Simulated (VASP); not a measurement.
# BaRe (Pm-3m) in VASP: notebook, part 2 of 2

VASP 6.6.1. The steps go on from the part before.

### Step 6. Single point, r2SCAN (25.93 Å³/atom)

This run uses another cell than the first one, of 25.93 Å³/atom.

Contents of POSCAR:

```
BaRe
1.0
    3.7291089672      0.0000000000      0.0000000000
    0.0000000000      3.7291089672      0.0000000000
    0.0000000000      0.0000000000      3.7291089672
Ba Re
1 1
Direct
    0.0000000000      0.0000000000      0.0000000000
    0.5000000000      0.5000000000      0.5000000000
```

Contents of INCAR.step1:

```
SYSTEM = BaRe
PREC     = Accurate       ! precision mode
ENCUT    = 520            ! plane-wave cutoff, eV
ISMEAR   = 0              ! smearing method
SIGMA    = 0.05           ! smearing width, eV
LREAL    = .False.        ! projectors in reciprocal space
LASPH    = .True.         ! aspherical terms in the spheres
NELM     = 60             ! most SCF steps
NBANDS   = 16             ! bands
GGA      = PE             ! functional
ALGO     = Normal         ! electronic algorithm
EDIFF    = 1E-4           ! SCF threshold, eV
LWAVE    = .True.         ! write WAVECAR
LCHARG   = .False.        ! write CHGCAR
```

Contents of INCAR.step2:

```
SYSTEM = BaRe
PREC     = Accurate       ! precision mode
ENCUT    = 520            ! plane-wave cutoff, eV
EDIFF    = 1E-7           ! SCF threshold, eV
ISMEAR   = 0              ! smearing method
SIGMA    = 0.05           ! smearing width, eV
LREAL    = .False.        ! projectors in reciprocal space
LASPH    = .True.         ! aspherical terms in the spheres
NELM     = 60             ! most SCF steps
ALGO     = Normal         ! electronic algorithm
ISIF     = 2              ! what is computed and relaxed
LWAVE    = .False.        ! write WAVECAR
LCHARG   = .True.         ! write CHGCAR
METAGGA  = R2SCAN         ! meta-GGA
LMIXTAU  = .True.       
LELF     = .True.         ! ELF
LVHAR    = .True.       
NBANDS   = 16             ! bands
ISTART   = 1
```

Contents of KPOINTS:

```
regular mesh
0
Gamma
  10 10 10
  0 0 0
```

Potentials or basis: VASP PAW PBE potentials, release 64 (Ba_sv, Re).

On the command line:

```
$ cat potpaw_PBE.64/Ba_sv/POTCAR potpaw_PBE.64/Re/POTCAR > POTCAR
$ cp INCAR.step1 INCAR
$ mpirun -np 1 vasp_std > vasp.out
$ cp INCAR.step2 INCAR
$ mpirun -np 1 vasp_std > vasp.out
```

OUTCAR:

```text
SYSTEM = BaRe
   PREC = Accurate
   ENCUT = 520
   EDIFF = 1E-7
   ISMEAR = 0
   LREAL = .False.
   LASPH = .True.
   NELM = 60
   ISIF = 2
   METAGGA = R2SCAN
   ISTART = 1

 ion  position               nearest neighbor table
   1  0.000  0.000  0.000-   2 3.23   2 3.23   2 3.23   2 3.23   2 3.23   2 3.23   2 3.23   2 3.23

   2  0.500  0.500  0.500-   1 3.23   1 3.23   1 3.23   1 3.23   1 3.23   1 3.23   1 3.23   1 3.23

  LATTYP: Found a simple cubic cell.
 ALAT       =     3.7291089672

  Lattice vectors:

 A1 = (   3.7291089672,   0.0000000000,   0.0000000000)
 A2 = (   0.0000000000,   3.7291089672,   0.0000000000)
 A3 = (   0.0000000000,   0.0000000000,   3.7291089672)

Analysis of symmetry for initial positions (statically):
=====================================================================
 Subroutine PRICEL returns:
 Original cell was already a primitive cell.

 Routine SETGRP: Setting up the symmetry group for a
 simple cubic supercell.

 Subroutine GETGRP returns: Found 48 space group operations
 (whereof 48 operations were pure point group operations)
 out of a pool of 48 trial point group operations.

The static configuration has the point symmetry O_h .

Analysis of symmetry for dynamics (positions and initial velocities):
=====================================================================
 Subroutine PRICEL returns:
 Original cell was already a primitive cell.

 Routine SETGRP: Setting up the symmetry group for a
 simple cubic supercell.

 Subroutine GETGRP returns: Found 48 space group operations
 (whereof 48 operations were pure point group operations)
 out of a pool of 48 trial point group operations.

The dynamic configuration has the point symmetry O_h .

 Subroutine INISYM returns: Found 48 space group operations
 (whereof 48 operations are pure point group operations),
 and found     1 'primitive' translations

[... 114 lines left out ...]
     AMIX_MAG =   1.60;   BMIX_MAG =  1.00
  volume/ion in A,a.u.               =      25.93       174.98
  Fermi-wavevector in a.u.,A,eV,Ry     =   1.128806  2.133134 17.336591  1.274204
  Thomas-Fermi vector in A             =   2.265498
   LORBIT       =      0    0 simple, 1 ext, 2 COOP (PROOUT), +10 PAW based schemes
   METAGGA = R2SCAN    functional components
   LHFCALC =     F    Hartree Fock is set to
   AEXX    =    0.0000 exact exchange contribution
   IVDW    =     0    specifies the selected vdW correction
   LEPSILON=     F    determine dielectric tensor
   LRPA    =     F    only Hartree local field effects (RPA)
 non-spin polarized calculation
 Gauss-broadening in eV      SIGMA  =   0.05
  energy-cutoff  :      520.00
  volume of cell :       51.86
 maximum number of plane-waves:      1414
 NGX is ok and might be reduce to    28
   NGX = 13   NGY = 13   NGZ = 13

 number of electron      16.9999999 magnetization

 Free energy of the ion-electron system (eV)
  ---------------------------------------------------
  ext. energy  EPLUGINS =         0.00000000
  ---------------------------------------------------
  free energy    TOTEN  =       -74.44024194 eV

  energy without entropy =      -74.43045088  energy(sigma->0) =      -74.43534641

 E-fermi :   3.8059     XC(G=0): -11.4537

 val. band max:        3.8039330342   @ k =   0.1000   0.0000   0.0000
 cond. band min:       3.8077933993   @ k =   0.5000   0.2000   0.2000
 fundamental gap:      0.0038603651
 Fermi energy:         3.8058669334

 k-point     1 :       0.0000    0.0000    0.0000
  band No.  band energies     occupation
      1     -23.7948      2.00000
      2      -8.1817      2.00000
      3      -8.1817      2.00000
      4      -8.1817      2.00000
      5      -0.6344      2.00000
      6       1.3251      2.00000
[... 433 lines left out ...]
      3      -8.2717      2.00000
      4      -8.2628      2.00000
      5       1.3312      2.00000
      6       2.0597      2.00000
[... 8 lines left out ...]
     15      11.2083      0.00000
     16      12.8169      0.00000

 [... further k-points ...]

------------------------ aborting loop because EDIFF is reached ----------------------------------------

  FORCE on cell =-STRESS in cart. coord.  units (eV):
  Direction    XX          YY          ZZ          XY          YZ          ZX
  --------------------------------------------------------------------------------------
  -------------------------------------------------------------------------------------
  Total        0.2678206      0.2678206      0.2678206      0.0000000     -0.0000000      0.0000000
  in kB        8.2744528      8.2744528      8.2744528      0.0000000     -0.0000000      0.0000000
  external PRESSURE =       8.2744528 kB  Pullay stress =       0.0000000 kB

 VOLUME and BASIS-vectors are now :
 -----------------------------------------------------------------------------
  energy-cutoff  :      520.00
  volume of cell :       51.86
      direct lattice vectors                 reciprocal lattice vectors
     3.729108967  0.000000000  0.000000000     0.268160574  0.000000000  0.000000000
     0.000000000  3.729108967  0.000000000     0.000000000  0.268160574  0.000000000
     0.000000000  0.000000000  3.729108967     0.000000000  0.000000000  0.268160574

 POSITION                                       TOTAL-FORCE (eV/Angst)
 -----------------------------------------------------------------------------------
      0.00000      0.00000      0.00000         0.000000      0.000000      0.000000
      1.86455      1.86455      1.86455         0.000000      0.000000      0.000000
 -----------------------------------------------------------------------------------
    total drift:                               -0.000000      0.000000      0.000000

  FREE ENERGIE OF THE ION-ELECTRON SYSTEM (eV)
  ---------------------------------------------------
  free  energy   TOTEN  =       -74.4402419355 eV

  energy  without entropy=      -74.4304508767  energy(sigma->0) =      -74.43534641
```

OSZICAR.step1:

```text
N       E                     dE             d eps       ncg     rms          rms(c)
DAV:   1     0.680036294947E+02    0.68004E+02   -0.75197E+03  2688   0.105E+03
DAV:   2    -0.822882565746E+01   -0.76232E+02   -0.70216E+02  2888   0.239E+02
DAV:   3    -0.112033652075E+02   -0.29745E+01   -0.29007E+01  2976   0.493E+01
DAV:   4    -0.112621028687E+02   -0.58738E-01   -0.58656E-01  2040   0.452E+00
DAV:   5    -0.112687232378E+02   -0.66204E-02   -0.66172E-02  3224   0.130E+00    0.161E+01
DAV:   6    -0.103456642641E+02    0.92306E+00   -0.43746E+00  3080   0.384E+01    0.384E+00
DAV:   7    -0.101710034896E+02    0.17466E+00   -0.54356E-01  2960   0.137E+01    0.372E+00
DAV:   8    -0.101534116449E+02    0.17592E-01   -0.92593E-02  2936   0.288E+00    0.544E-01
DAV:   9    -0.101519785436E+02    0.14331E-02   -0.46197E-03  2616   0.589E-01    0.181E-01
DAV:  10    -0.101521292483E+02   -0.15070E-03   -0.63303E-04  2784   0.170E-01    0.462E-02
DAV:  11    -0.101521139566E+02    0.15292E-04   -0.27621E-05  1216   0.628E-02
   1 F= -.10152114E+02 E0= -.10146814E+02  d E =-.106004E-01
```

Run time: 86 s. Hardware: 1 thread of Intel Xeon Platinum 8488C (Sapphire Rapids), shared host; peak memory 0.2 GiB.

What came out:

| Quantity | Value |
| --- | --- |
| Free energy | -74.4402 eV |
| Pressure | 0.8 GPa |
| Band gap on the k mesh | zero (an odd number of electrons rules out a gap without spin polarisation) |

Caveat: the PAW data sets were made with another functional, which shifts forces and pressure a little; spin-orbit coupling is left out, which moves the levels of the heavy elements.

### Step 7. Overview

| cell | gap on the mesh (eV) | pressure (GPa) |
| --- | --- | --- |
| a = 3.655 Å, 2 atoms | none | 4.4 |
| a = 3.680 Å, 2 atoms | none | 3.1 |
| a = 3.705 Å, 2 atoms | none | 1.9 |
| a = 3.729 Å, 2 atoms | none | 0.8 |

Alike in all rows: task single point; level r2SCAN; potentials or basis VASP PAW PBE potentials, release 64 (Ba_sv, Re); no spin polarisation; k mesh 10 × 10 × 10; cutoff (eV) 520; smearing gaussian 0.05 eV.

Caveats: the PAW data sets were made with another functional, which shifts forces and pressure a little; spin-orbit coupling is left out, which moves the levels of the heavy elements; the cell stands under pressure (at least some runs).

Total energies depend on the potentials used, so only differences within one code and one set of settings carry meaning.
